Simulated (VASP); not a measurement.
A run of VASP 6.6.1 is set up as follows.

The input INCAR:

```
SYSTEM = NbTe
PREC = Accurate
ENCUT = 520
EDIFF = 1E-6
ISMEAR = -1
SIGMA = 0.15
LREAL = .FALSE.
LASPH = .TRUE.
NELM = 60
ALGO = Normal
ISIF = 2
LWAVE = .FALSE.
LCHARG = .FALSE.
GGA = PE
NBANDS = 16
```

KPOINTS

```
Automatic mesh
0
G
  9 9 8
  0 0 0
```

Contents of POSCAR:

```
NbTe
1.0
    3.7636892830      0.0000000000      0.0000000000
   -1.8818446415      3.2594509848      0.0000000000
    0.0000000000      0.0000000000      3.7547826017
Nb Te
1 1
Direct
    0.0000000000      0.0000000000      0.5000000000
    0.6666666667      0.3333333333      0.0000000000
```

Potentials or basis: VASP PAW PBE potentials, release 64 (Nb_sv, Te).

Launch:

```console
$ cat potpaw_PBE.64/Nb_sv/POTCAR potpaw_PBE.64/Te/POTCAR > POTCAR
$ mpirun -np 1 vasp_std > vasp.out
```

Question: What does it give for the pressure?

Answer: -5.6 GPa.

Stress tensor (GPa, compression positive):
```
-5.26  0.00  0.00
 0.00 -5.26  0.00
 0.00  0.00 -6.26
```
